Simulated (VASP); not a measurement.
# FePt (P4/mmm) in VASP: single point with PBE+D3(BJ)

Aim: the single point of FePt with PBE+D3(BJ).

Everything below comes from runs of VASP 6.6.1. Logs are shortened: lines on timing, memory, paths and dates and some standing lists are left out, and cuts for length are marked.

## (1) The cell of the first run

The structure is tetragonal, space group P4/mmm (No. 123). The conventional cell has a = 2.701 Å, b = 2.701 Å, c = 3.728 Å, α = 90.00°, β = 90.00°, γ = 90.00°. Fe (site symmetry 4/mmm) has 8 Pt at 2.67 Å and 4 Fe at 2.70 Å within 3.5 Å. Within 3.5 Å of Pt (site symmetry 4/mmm) lie 8 Fe at 2.67 Å and 4 Pt at 2.70 Å.

## (2) Single point, PBE+D3(BJ), collinear spin, ferromagnetic start

INCAR

```
PREC = Accurate
ENCUT = 520
EDIFF = 1E-6
ISMEAR = 0
SIGMA = 0.1
LREAL = False
LASPH = True
NELM = 150
ALGO = Fast
ISIF = 2
LWAVE = False
LCHARG = False
ISPIN = 2
MAGMOM = 3.28 0.42
LORBIT = 11
LMAXMIX = 4
GGA = PE
IVDW = 12
NBANDS = 20
```

KPOINTS

```
Automatic mesh
0
Gamma
  16 16 12
```

POSCAR

```
FePt
1.0
    2.7009890991      0.0000000000      0.0000000000
    0.0000000000      2.7009890991      0.0000000000
    0.0000000000      0.0000000000      3.7283619108
Fe Pt
1 1
Direct
    0.0000000000      0.0000000000      0.0000000000
    0.5000000000      0.5000000000      0.5000000000
```

Potentials or basis: VASP PAW PBE potentials, release 64 (Fe, Pt).

Started as:

```
$ cat potpaw_PBE.64/Fe/POTCAR potpaw_PBE.64/Pt/POTCAR > POTCAR
$ mpirun -np 1 vasp_std > vasp.out
```

OUTCAR:

```text
PREC = Accurate
   ENCUT = 520
   EDIFF = 1E-6
   ISMEAR = 0
   LREAL = False
   LASPH = True
   NELM = 150
   ISIF = 2
   ISPIN = 2
   LORBIT = 11
   GGA = PE
   IVDW = 12
 IVDW          = 12

 ion  position               nearest neighbor table
   1  0.000  0.000  0.000-   2 2.67   2 2.67   2 2.67   2 2.67   2 2.67   2 2.67   2 2.67   2 2.67

   2  0.500  0.500  0.500-   1 2.67   1 2.67   1 2.67   1 2.67   1 2.67   1 2.67   1 2.67   1 2.67

  LATTYP: Found a simple tetragonal cell.
 ALAT       =     2.7009890991
 C/A-ratio  =     1.3803691070

  Lattice vectors:

 A1 = (   2.7009890991,   0.0000000000,   0.0000000000)
 A2 = (   0.0000000000,   2.7009890991,   0.0000000000)
 A3 = (   0.0000000000,   0.0000000000,   3.7283619108)

Analysis of symmetry for initial positions (statically):
=====================================================================
 Subroutine PRICEL returns:
 Original cell was already a primitive cell.

 Routine SETGRP: Setting up the symmetry group for a
 simple tetragonal supercell.

 Subroutine GETGRP returns: Found 16 space group operations
 (whereof 16 operations were pure point group operations)
 out of a pool of 16 trial point group operations.

The static configuration has the point symmetry D_4h.

Analysis of symmetry for dynamics (positions and initial velocities):
=====================================================================
 Subroutine PRICEL returns:
 Original cell was already a primitive cell.

 Routine SETGRP: Setting up the symmetry group for a
 simple tetragonal supercell.

 Subroutine GETGRP returns: Found 16 space group operations
 (whereof 16 operations were pure point group operations)
 out of a pool of 16 trial point group operations.

The dynamic configuration has the point symmetry D_4h.

Analysis of structural, dynamic, and magnetic symmetry:
=====================================================================
 Subroutine PRICEL returns:
 Original cell was already a primitive cell.

 Routine SETGRP: Setting up the symmetry group for a
 simple tetragonal supercell.

 Subroutine GETGRP returns: Found 16 space group operations
 (whereof 16 operations were pure point group operations)
 out of a pool of 16 trial point group operations.

The overall configuration has the point symmetry D_4h.

 Subroutine INISYM returns: Found 16 space group operations
 (whereof 16 operations are pure point group operations),
 and found     1 'primitive' translations

[... 116 lines left out ...]
  Fermi-wavevector in a.u.,A,eV,Ry     =   1.426629  2.695938 27.691539  2.035271
  Thomas-Fermi vector in A             =   2.546886
   LORBIT       =     11    0 simple, 1 ext, 2 COOP (PROOUT), +10 PAW based schemes
   GGA     = PE    functional components
   LHFCALC =     F    Hartree Fock is set to
   AEXX    =    0.0000 exact exchange contribution
   IVDW    =    12    specifies the selected vdW correction
   LEPSILON=     F    determine dielectric tensor
   LRPA    =     F    only Hartree local field effects (RPA)
 spin polarized calculation
 RMM-DIIS sequential band-by-band and
 Gauss-broadening in eV      SIGMA  =   0.10
  energy-cutoff  :      520.00
  volume of cell :       27.20
 maximum number of plane-waves:       760
   NGX = 11   NGY = 11   NGZ = 13

 number of electron      18.0000005 magnetization       3.2382489

 Free energy of the ion-electron system (eV)
  ---------------------------------------------------
  ext. energy  EPLUGINS =         0.00000000
  ---------------------------------------------------
  free energy    TOTEN  =       -14.79452530 eV

  energy without entropy =      -14.78826815  energy(sigma->0) =      -14.79139673

 E-fermi :   8.8960     XC(G=0): -13.1408

 val. band max:        8.8952295411   @ k =   0.5000   0.1875   0.5000
 cond. band min:       8.8965593913   @ k =   0.3750   0.1875   0.0000
 fundamental gap:      0.0013298502
 Fermi energy:         8.8959539986

 spin component 1

 k-point     1 :       0.0000    0.0000    0.0000
  band No.  band energies     occupation
      1      -0.8072      1.00000
      2       2.4363      1.00000
      3       2.6000      1.00000
      4       5.4513      1.00000
      5       5.4513      1.00000
      6       5.9403      1.00000
[... 541 lines left out ...]
     19      30.9165      0.00000
     20      32.2657      0.00000

 [... further k-points ...]

 spin component 2

 k-point     1 :       0.0000    0.0000    0.0000
  band No.  band energies     occupation
      1      -0.6760      1.00000
      2       2.9690      1.00000
      3       2.9934      1.00000
      4       6.5197      1.00000
      5       6.5197      1.00000
      6       8.0347      1.00000
[... 541 lines left out ...]
     19      31.5525      0.00000
     20      32.6424      0.00000

 [... further k-points ...]

------------------------ aborting loop because EDIFF is reached ----------------------------------------

 Edisp (eV)   -1.08844

 E8    (eV) :    -0.4944

  FORCE on cell =-STRESS in cart. coord.  units (eV):
  Direction    XX          YY          ZZ          XY          YZ          ZX
  --------------------------------------------------------------------------------------
  -------------------------------------------------------------------------------------
  Total      -0.09033    -0.09033    -0.07856     0.00000    -0.00000     0.00000
  in kB      -5.32087    -5.32087    -4.62761     0.00000    -0.00000     0.00000
  external pressure =       -5.09 kB  Pullay stress =        0.00 kB

 VOLUME and BASIS-vectors are now :
 -----------------------------------------------------------------------------
  energy-cutoff  :      520.00
  volume of cell :       27.20
      direct lattice vectors                 reciprocal lattice vectors
     2.700989099  0.000000000  0.000000000     0.370234741  0.000000000  0.000000000
     0.000000000  2.700989099  0.000000000     0.000000000  0.370234741  0.000000000
     0.000000000  0.000000000  3.728361911     0.000000000  0.000000000  0.268214305

 POSITION                                       TOTAL-FORCE (eV/Angst)
 -----------------------------------------------------------------------------------
      0.00000      0.00000      0.00000         0.000000      0.000000      0.000000
      1.35049      1.35049      1.86418         0.000000      0.000000      0.000000
 -----------------------------------------------------------------------------------
    total drift:                               -0.000000      0.000000      0.000000

  FREE ENERGIE OF THE ION-ELECTRON SYSTEM (eV)
  ---------------------------------------------------
  free  energy   TOTEN  =       -15.8829688503 eV

  energy  without entropy=      -15.8767116977  energy(sigma->0) =      -15.87984027

 total charge

# of ion       s       p       d       tot
------------------------------------------
    1        0.414   0.462   6.139   7.015
    2        0.723   0.684   8.066   9.473
--------------------------------------------------
tot          1.137   1.146  14.205  16.488

 magnetization (x)

# of ion       s       p       d       tot
------------------------------------------
    1        0.004  -0.007   2.895   2.892
    2       -0.025  -0.069   0.416   0.321
--------------------------------------------------
tot         -0.022  -0.076   3.311   3.213
```

OSZICAR:

```text
N       E                     dE             d eps       ncg     rms          rms(c)
DAV:   1     0.942135893164E+02    0.94214E+02   -0.84567E+03 26792   0.100E+03
DAV:   2    -0.122886143899E+02   -0.10650E+03   -0.93961E+02 25820   0.218E+02
DAV:   3    -0.161321755383E+02   -0.38436E+01   -0.37370E+01 29424   0.473E+01
DAV:   4    -0.161760413434E+02   -0.43866E-01   -0.43837E-01 28308   0.429E+00
DAV:   5    -0.161771739342E+02   -0.11326E-02   -0.11325E-02 30136   0.776E-01    0.171E+01
RMM:   6    -0.173071912056E+02   -0.11300E+01   -0.59446E+00 29435   0.258E+01    0.244E+01
RMM:   7    -0.149445699130E+02    0.23626E+01   -0.13465E+00 28363   0.110E+01    0.832E+00
RMM:   8    -0.148424881676E+02    0.10208E+00   -0.16333E-01 29805   0.348E+00    0.383E+00
RMM:   9    -0.148130539530E+02    0.29434E-01   -0.19345E-02 29496   0.124E+00    0.233E+00
RMM:  10    -0.147944469661E+02    0.18607E-01   -0.94997E-03 29805   0.665E-01    0.404E-01
RMM:  11    -0.147945042429E+02   -0.57277E-04   -0.14028E-03 32045   0.293E-01    0.243E-01
RMM:  12    -0.147945248091E+02   -0.20566E-04   -0.38811E-04 33196   0.158E-01    0.102E-01
RMM:  13    -0.147945209655E+02    0.38436E-05   -0.82861E-05 32484   0.713E-02    0.419E-02
RMM:  14    -0.147945249748E+02   -0.40093E-05   -0.23544E-05 34326   0.370E-02    0.135E-02
RMM:  15    -0.147945253038E+02   -0.32892E-06   -0.57690E-06 30106   0.159E-02
   1 F= -.15882969E+02 E0= -.15879840E+02  d E =-.625715E-02  mag=     3.2381
```

It took 9.3 min on 1 thread of Intel Xeon 8259CL, shared host; peak memory 0.34 GiB.

What came out:

* Free energy: -15.8830 eV
* Pressure: -0.5 GPa
* Net moment: 3.24 μB per cell
* Site moments: Fe +2.89; Pt +0.32 μB
* Valence electrons inside the program's atomic spheres: Fe 7.01; Pt 9.47
* Dispersion energy per atom: -0.544 eV

Levels at points of the mesh, in eV from the Fermi level:
Spin up:
| k point | band 7 | band 8 | band 9 | band 10 | band 11 | band 12 | band 13 | band 14 | band 15 | band 16 |
| --- | --- | --- | --- | --- | --- | --- | --- | --- | --- | --- |
| (0.00, 0.00, 0.00) | -2.07 | -1.94 | -0.48 | -0.35 | -0.35 | 2.15 | 9.75 | 11.91 | 11.91 | 17.23 |
| (0.50, 0.00, 0.00) | -2.71 | -2.50 | -2.11 | -1.62 | 0.24 | 2.17 | 10.45 | 10.58 | 12.57 | 13.38 |
| (0.50, 0.50, 0.00) | -0.49 | -0.46 | -0.46 | 0.65 | 1.70 | 1.70 | 7.87 | 10.29 | 10.88 | 12.42 |
| (0.00, 0.00, 0.50) | -2.28 | -2.28 | -2.15 | -2.15 | -1.80 | -0.79 | 15.64 | 15.87 | 16.40 | 16.40 |
| (0.50, 0.00, 0.50) | -1.16 | -0.84 | -0.59 | -0.51 | -0.50 | -0.37 | 4.87 | 6.93 | 16.23 | 16.60 |
| (0.50, 0.50, 0.50) | -2.32 | -1.79 | -0.98 | 0.66 | 6.95 | 6.95 | 7.87 | 8.51 | 8.62 | 8.62 |
Spin down:
| k point | band 4 | band 5 | band 6 | band 7 | band 8 | band 9 | band 10 | band 11 | band 12 | band 13 |
| --- | --- | --- | --- | --- | --- | --- | --- | --- | --- | --- |
| (0.00, 0.00, 0.00) | -2.38 | -2.38 | -0.86 | -0.72 | 0.55 | 1.72 | 1.72 | 1.73 | 2.34 | 10.60 |
| (0.50, 0.00, 0.00) | -3.50 | -2.49 | -1.36 | -1.23 | -0.93 | 0.55 | 0.73 | 2.49 | 2.64 | 11.22 |
| (0.50, 0.50, 0.00) | -4.82 | 1.02 | 1.29 | 1.68 | 1.77 | 1.77 | 1.77 | 1.83 | 1.83 | 8.67 |
| (0.00, 0.00, 0.50) | -2.64 | -1.90 | -1.90 | -1.47 | -0.54 | 0.13 | 0.47 | 0.47 | 1.49 | 16.06 |
| (0.50, 0.00, 0.50) | -2.91 | -2.22 | -0.49 | -0.48 | -0.42 | 0.97 | 1.51 | 1.62 | 1.66 | 5.81 |
| (0.50, 0.50, 0.50) | -2.00 | -1.53 | -1.38 | -1.38 | 0.77 | 1.03 | 1.78 | 7.66 | 7.66 | 8.84 |

Caveat: spin-orbit coupling is left out, which moves the levels of the heavy elements.
